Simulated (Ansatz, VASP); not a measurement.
**One calculation of Ta, two programs**

Contents of INCAR:

```
PREC = Accurate ; ENCUT = 520
EDIFF = 1E-6 ; ISMEAR = 0
SIGMA = 0.15 ; LREAL = False
LASPH = True ; NELM = 80
ALGO = Fast ; ISIF = 2
LWAVE = False ; LCHARG = True
GGA = PS ; LELF = True
LVHAR = True ; NBANDS = 54
```

File KPOINTS:

```
Automatic mesh
0
Gamma
  12 12 6
```

POSCAR

```
Ta
1.0
    4.9207495209      0.0000000000      0.0000000000
   -2.4603747605      4.3475848804      0.0000000000
    0.0000000000      0.0000000000      8.3683696052
Ta
8
Direct
    0.0000000000      0.3231711699      0.0000000000
    0.3231711699      0.0000000000      0.0000000000
    0.6768288301      0.6768288301      0.0000000000
    0.0000000000      0.6768288301      0.5000000000
    0.6768288301      0.0000000000      0.5000000000
    0.3231711699      0.3231711699      0.5000000000
    0.6666666667      0.3333333333      0.7500000000
    0.3333333333      0.6666666667      0.2500000000
```

Input for Ansatz:

```yaml
crystal:
  lattice:
    - [4.9207495209, 0.0, 0.0]
    - [-2.4603747605, 4.3475848804, 0.0]
    - [0.0, 0.0, 8.3683696052]
  atoms:
    - { symbol: Ta, position: [0.0, 0.3231711699, 0.0] }
    - { symbol: Ta, position: [0.3231711699, 0.0, 0.0] }
    - { symbol: Ta, position: [0.6768288301, 0.6768288301, 0.0] }
    - { symbol: Ta, position: [0.0, 0.6768288301, 0.5] }
    - { symbol: Ta, position: [0.6768288301, 0.0, 0.5] }
    - { symbol: Ta, position: [0.3231711699, 0.3231711699, 0.5] }
    - { symbol: Ta, position: [0.6666666667, 0.3333333333, 0.75] }
    - { symbol: Ta, position: [0.3333333333, 0.6666666667, 0.25] }
basis:
  ecutwfc: 420
kpoints:
  mp_grid: { grid: [12, 12, 6] }
hamiltonian:
  xc: pbesol
scf:
  occupations: { method: gaussian, width: 0.15 }
output:
  forces: true
  stress: true
  eigenvalues: true
```

Change from the starting cell: strain -0.0100 x Voigt [1, -1, 0, 0, 0, 0], atoms carried along.

Alike in both runs: task single point; functional PBEsol; k mesh 12 × 12 × 6; occupations gaussian, width 0.15 eV; no spin polarisation.

```csv
,VASP,Ansatz
version,VASP 6.6.1,Ansatz 0.2.0
potentials or method,"VASP PAW PBE potentials, release 64 (Ta_pv), cutoff 520 eV","scalar-relativistic, plane waves, PAW"
valence electrons in the cell,88,104
```

|  | VASP | Ansatz | Ansatz less VASP |
| --- | --- | --- | --- |
| gap on the k mesh at the Fermi level (eV) | none | none | - |
| pressure (GPa) | 0.2 | 0.1 | -0.12 |
| traceless stress, the component that is largest in VASP (GPa) | -0.45 | -0.42 | +0.025 |
| rms of the force components (eV/Å) | 0.027 | 0.027 | -0.0004 |

VASP's potentials were made for PBE, not for PBEsol. Atom by atom the forces differ by 0.001 eV/Å (rms over components). A gap of «none» marks a metal or a gap that the smearing closes. The functional is the same, so the differences come from potentials, cutoffs and numerics. VASP's potentials hold 88 valence electrons a cell and Ansatz's 104, so a difference there can come from the potentials and not from the codes.

Neither program's run includes spin-orbit coupling.
